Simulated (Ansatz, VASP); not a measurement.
# Two plane-wave programs on Te2As3

Contents of INCAR:

```
PREC = Accurate ; ENCUT = 600
EDIFF = 1E-7 ; ISMEAR = 0
SIGMA = 0.1 ; LREAL = F
LASPH = T ; NELM = 60
ALGO = Normal ; ISIF = 3
LWAVE = F ; LCHARG = F
GGA = PE ; IBRION = 2
NSW = 100 ; EDIFFG = -0.01
```

File KPOINTS:

```
Automatic mesh
0
Gamma
  10 10 4
```

The input POSCAR:

```
Te2As3
1.0
    4.0982792021      0.0000000000      0.0000000000
    0.0000000000      4.0982792021      0.0000000000
    0.0000000000      0.0000000000      8.8953873955
Te As
2 3
Direct
    0.0000000000      0.0000000000      0.6223644453
    0.5000000000      0.5000000000      0.5243092650
    0.5000000000      0.0000000000      0.9803150214
    0.0000000000      0.5000000000      0.9803150214
    0.0000000000      0.0000000000      0.1626961669
```

Input for Ansatz:

```yaml
crystal:
  lattice:
    - [4.0982792021, 0.0, 0.0]
    - [0.0, 4.0982792021, 0.0]
    - [0.0, 0.0, 8.8953873955]
  atoms:
    - { symbol: Te, position: [0.0, 0.0, 0.6223644453] }
    - { symbol: Te, position: [0.5, 0.5, 0.524309265] }
    - { symbol: As, position: [0.5, 0.0, 0.9803150214] }
    - { symbol: As, position: [0.0, 0.5, 0.9803150214] }
    - { symbol: As, position: [0.0, 0.0, 0.1626961669] }
basis:
  ecutwfc: 420
kpoints:
  mp_grid: { grid: [10, 10, 4] }
hamiltonian:
  xc: pbe
scf:
  occupations: { method: gaussian, width: 0.1 }
output:
  forces: true
  stress: true
  eigenvalues: true
  write_density: true
  write_potential: true
  elf: true
  volumetric_format: npy
relax:
  adjacent_minimum: "off"
  f_tol: 0.01
  max_steps: 80
  cell: { stress_tol: 0.05 }
```

Change from the starting cell: species swapped into the Cu3Te2 type (P4mm, No. 99).

Alike in both runs: task relaxation of cell and atoms; functional PBE; k mesh 10 × 10 × 4; occupations gaussian, width 0.1 eV; no spin polarisation.

|  | VASP | Ansatz |
| --- | --- | --- |
| version | VASP 6.6.1 | Ansatz 0.2.0 |
| potentials or method | VASP PAW PBE potentials, release 64 (Te, As), cutoff 600 eV | scalar-relativistic, plane waves, PAW |
| valence electrons in the cell | 27 | 77 |

Ansatz gave:

- gap on the k mesh at the Fermi level, each at its own relaxed structure (eV): none
- relaxed volume (Å³/atom): 28.61
- relaxed cell length with the largest relative difference (Å): 8.391

Problem. Estimate VASP's values.

Solution. gap on the k mesh at the Fermi level, each at its own relaxed structure (eV): none; relaxed volume (Å³/atom): 28.56; relaxed cell length with the largest relative difference (Å): 8.372.

A gap of «none» marks a metal or a gap that the smearing closes. VASP's potentials hold 27 valence electrons a cell and Ansatz's 77, so a difference there can come from the potentials and not from the codes.

Neither program's run includes spin-orbit coupling.
